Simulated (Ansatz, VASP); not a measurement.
**One calculation of MgCdSe2, two programs**

The input INCAR:

```
PREC = Accurate
ENCUT = 520
EDIFF = 1E-6
ISMEAR = 0
SIGMA = 0.01
LREAL = F
LASPH = T
NELM = 100
ALGO = Normal
ISIF = 2
LWAVE = F
LCHARG = F
GGA = PE
NBANDS = 21
```

KPOINTS

```
regular mesh
0
Gamma
  6 6 6
```

File POSCAR:

```
MgCdSe2
1.0
    2.0113250678      1.1612390693      6.5630860132
   -2.0113250678      1.1612390693      6.5630860132
    0.0000000000     -2.3224781386      6.5630860132
Mg Cd Se
1 1 2
Direct
    1.0000000000      0.0000000000      0.0000000000
    0.5000000000      0.5000000000      0.5000000000
    0.2535083611      0.2535083611      0.2535083611
    0.7464916389      0.7464916389      0.7464916389
```

Input for Ansatz:

```yaml
crystal:
  lattice:
    - [2.0113250678, 1.1612390693, 6.5630860132]
    - [-2.0113250678, 1.1612390693, 6.5630860132]
    - [0.0, -2.3224781386, 6.5630860132]
  atoms:
    - { symbol: Mg, position: [1.0, 0.0, 0.0] }
    - { symbol: Cd, position: [0.5, 0.5, 0.5] }
    - { symbol: Se, position: [0.2535083611, 0.2535083611, 0.2535083611] }
    - { symbol: Se, position: [0.7464916389, 0.7464916389, 0.7464916389] }
kpoints:
  mp_grid: { grid: [6, 6, 6] }
hamiltonian:
  xc: pbe
scf:
  occupations: { method: fixed }
  n_extra_bands: 5
output:
  forces: true
  stress: true
  eigenvalues: true
```

Alike in both runs: task single point; functional PBE; k mesh 6 × 6 × 6; no spin polarisation.

|  | VASP | Ansatz |
| --- | --- | --- |
| version | VASP 6.6.1 | Ansatz 0.2.0 |
| potentials or method | VASP PAW PBE potentials, release 64 (Mg, Cd, Se) | plane waves, PAW |
| plane-wave cutoff (eV) | 520 | 420 |
| occupations | gaussian, width 0.01 eV | fixed |
| valence electrons in the cell | 26 | 62 |

```csv
,VASP,Ansatz,Ansatz less VASP
gap on the k mesh at the Fermi level (eV),0.54,0.56,+0.018
pressure (GPa),-1.6,-1.7,-0.10
rms of the force components (eV/Å),0.007,0.007,-0.0006
```

Atom by atom the forces differ by 0.014 eV/Å (rms over components). VASP's potentials hold 26 valence electrons a cell and Ansatz's 62, so a difference there can come from the potentials and not from the codes.
